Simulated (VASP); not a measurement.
Wanted: the native input for a VASP 6.6.1 run.

```yaml
Task: single point
Functional: PBE
Potentials_or_basis: VASP PAW PBE potentials, release 64 (Te)
Cutoff: 520 eV
k_mesh: 14 × 14 × 14
Occupations: fermi-dirac, width 0.05 eV
Spin: no spin polarisation
Dipole_correction: no
Further_INCAR_settings: ALGO = Normal; EDIFF = 1e-06; NBANDS = 9
```

The structure of Te lies in POSCAR:

```
Te
1.0
   -1.5291160573      1.5291160573      1.5291160573
    1.5291160573     -1.5291160573      1.5291160573
    1.5291160573      1.5291160573     -1.5291160573
Te
1
Direct
    0.0000000000      0.0000000000      0.0000000000
```

This isn't the form of Te at room conditions, which is trigonal, of chains.

These files were run (other wordings do the same):

INCAR

```
  ALGO = Normal
  EDIFF = 1E-6
  ENCUT = 520
  GGA = PE
  ISIF = 2
  ISMEAR = -1
  LASPH = T
  LCHARG = F
  LREAL = F
  LWAVE = F
  NBANDS = 9
  NELM = 60
  PREC = Accurate
  SIGMA = 0.05
```

KPOINTS

```
k-points
0
Gamma
  14 14 14
```

Potentials or basis: VASP PAW PBE potentials, release 64 (Te).

The run is started by

```console
$ cat potpaw_PBE.64/Te/POTCAR > POTCAR
$ mpirun -np 1 vasp_std > vasp.out
```

Results of the run:

```json
{
  "Pressure": "190.1 GPa",
  "Band gap on the k mesh": "zero (bands 3 and 4 overlap by 15.45 eV)"
}
```

Caveat: the cell stands under pressure; spin-orbit coupling is left out, which moves the levels of the heavy elements.

It took 14 s on 1 thread of Intel Xeon 8259CL, with other jobs on the host, peak memory 0.13 GiB.
